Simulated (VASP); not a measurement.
A run of VASP 6.6.1 is set up as follows.

File INCAR:

```
SYSTEM = CdS
ALGO = Normal ; EDIFF = 1E-6
ENCUT = 500 ; GGA = PS
GGA_COMPAT = .False. ; ISIF = 2
ISMEAR = -1 ; LASPH = .True.
LCHARG = .True. ; LELF = .True.
LREAL = .False. ; LVHAR = .True.
LWAVE = .False. ; NBANDS = 26
NELM = 120 ; PREC = Accurate
SIGMA = 0.05
```

File KPOINTS:

```
k-points
0
Gamma
  7 7 4
  0 0 0
```

Contents of POSCAR:

```
CdS
1.0
    3.5541613110      0.0000000000      0.0000000000
   -1.7770806555      3.0779939845      0.0000000000
    0.0000000000      0.0000000000      6.7673479958
Cd S
2 2
Direct
    0.6666666667      0.3333333333      0.5201765315
    0.3333333333      0.6666666667      0.0201765315
    0.6666666667      0.3333333333      0.8548234685
    0.3333333333      0.6666666667      0.3548234685
```

Potentials or basis: VASP PAW PBE potentials, release 64 (Cd, S).

Launch:

```sh
$ cat potpaw_PBE.64/Cd/POTCAR potpaw_PBE.64/S/POTCAR > POTCAR
$ mpirun -np 1 vasp_std > vasp.out
```

Problem. Predict the pressure.

Solution. 31.3 GPa.

Problem. Predict the largest force.

Solution. 0.007 eV/Å.

Problem. Estimate the band gap on the k mesh.

Solution. 0.92 eV, direct.

Forces in eV/Å, atoms in the order of the input:
```
Cd   0.000  0.000  0.007
Cd   0.000  0.000  0.007
S    0.000  0.000 -0.007
S    0.000  0.000 -0.007
```

Caveat: the PAW data sets were made with another functional, which shifts forces and pressure a little. A hybrid or GW would open this gap; PBEsol tends to underestimate it.
